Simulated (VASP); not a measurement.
**HgTe: single point with LDA**

Crystal: HgTe.

```
Hg Te
1.0
     0.00000    3.22350    3.15903
     3.22350    0.00000    3.15903
     3.22350    3.22350    0.00000
Hg Te
1 1
Direct
  0.00000 0.00000 0.00000
  0.75000 0.75000 0.75000
```

This cell differs from its parent crystal: zz strain of -2 %.

- Program: VASP 6.6.1
- Task: single point
- Functional: LDA
- Potentials or basis: VASP PAW LDA potentials, release 64 (Hg, Te)
- Cutoff: 520 eV
- k mesh: 11 × 11 × 11
- Occupations: fermi-dirac, width 0.03 eV
- Spin: no spin polarisation
- Dipole correction: no
- Further INCAR settings: ALGO = Normal; EDIFF = 1e-06; NBANDS = 16

The pressure is 1.0 GPa and the band gap on the k mesh is 0.07 eV.

Stress tensor (GPa, compression positive):
```
0.89 0.00 0.00
0.00 0.89 0.00
0.00 0.00 1.20
```

Levels at points of the mesh, in eV from the valence-band top:
```
           k point  band 6  band 7  band 8  band 9  band 10  band 11  band 12  band 13
(0.00, 0.00, 0.00)   -6.94   -0.78    0.00    0.00     0.07     4.13     4.13     4.13
```

It took 52 s on 1 thread of AMD EPYC 9R45 96-Core Processor (Zen 5) (shared host), peak memory 0.24 GiB.

Caveat: the cell differs from its parent crystal (zz strain of -2 %); spin-orbit coupling is left out, which moves the levels of the heavy elements; an odd mesh through Γ misses points on the zone boundary, where band edges can lie.
